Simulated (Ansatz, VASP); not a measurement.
Given: the input of a run of Ansatz 0.2.0 on MnO2.

File input.yaml:

```yaml
crystal:
  lattice:
    - [2.875496468, 0.0, 0.0]
    - [-1.437748234, 2.4902529899, 0.0]
    - [0.0, 0.0, 4.6318476229]
  atoms:
    - { symbol: Mn, position: [0.0, 0.0, 0.5], spin: 4.0 }
    - { symbol: O, position: [0.3333333333, 0.6666666667, 0.70629257] }
    - { symbol: O, position: [0.6666666667, 0.3333333333, 0.29370743] }
hamiltonian:
  xc: lda
  pseudopotentials: { kind: paw }
magnetization:
  spin_polarized: true
kpoints:
  mp_grid: { grid: [11, 11, 6] }
scf:
  occupations: { method: fermi_dirac, width: 0.05 }
output:
  forces: true
  stress: true
  eigenvalues: true
```

Potentials or basis: Ansatz PAW.

The run is started by

```bash
$ ansatz run input.yaml --threads 1 --pin off --max-ram 3584MiB --backend cpu --events-out ev --progress --plain --runs-dir out
```

**Question.** Set up the same calculation for VASP 6.6.1. Potentials there: VASP PAW LDA potentials, release 64 (Mn_pv, O).

**Answer.** As run (the cutoff follows the program's own potentials):

The input INCAR:

```
SYSTEM = MnO2
PREC = Accurate
ENCUT = 520
EDIFF = 1E-6
ISMEAR = -1
SIGMA = 0.05
LREAL = .False.
LASPH = .True.
NELM = 150
ALGO = Normal
ISIF = 2
LWAVE = .False.
LCHARG = .False.
ISPIN = 2
MAGMOM = 4 0 0
LORBIT = 11
LMAXMIX = 4
NBANDS = 24
```

Contents of KPOINTS:

```
Automatic mesh
0
Gamma
  11 11 6
  0 0 0
```

POSCAR

```
MnO2
1.0
    2.8754964680      0.0000000000      0.0000000000
   -1.4377482340      2.4902529899      0.0000000000
    0.0000000000      0.0000000000      4.6318476229
Mn O
1 2
Direct
    0.0000000000      0.0000000000      0.5000000000
    0.3333333333      0.6666666667      0.7062925700
    0.6666666667      0.3333333333      0.2937074300
```

Potentials or basis: VASP PAW LDA potentials, release 64 (Mn_pv, O).

Command:

```bash
$ cat potpaw_LDA.64/Mn_pv/POTCAR potpaw_LDA.64/O/POTCAR > POTCAR
$ mpirun -np 1 vasp_std > vasp.out
```

Both were run:

|  | VASP | Ansatz | Ansatz less VASP |
| --- | --- | --- | --- |
| gap on the k mesh at the Fermi level (eV) | 0.38 | 0.52 | +0.132 |
| least direct gap on the mesh (eV) | 0.43 | 0.56 | +0.136 |
| pressure (GPa) | -11.5 | -12.3 | -0.85 |
| traceless stress, the component that is largest in VASP (GPa) | 3.21 | 3.56 | +0.360 |
| rms of the force components (eV/Å) | 0.343 | 0.385 | +0.0420 |
| net moment per atom (μB) | 1.00 | 1.00 | 0.000 |
| size of the moment on the site where the two differ most (μB) | 2.80 | 2.50 | -0.306 |

LDA's correlation is that of Perdew and Zunger in VASP and of Perdew and Wang (1992) in Ansatz. Site moments also hang on the region over which each program counts them. Atom by atom the forces differ by 0.042 eV/Å (rms over components). VASP's potentials hold 25 valence electrons a cell and Ansatz's 27, so a difference there can come from the potentials and not from the codes.

Noted on Ansatz's run: Pulay correction over one GPa; odd divisions of the mesh miss points on the zone boundary, where band edges often lie, so the gap on the mesh can be too wide.
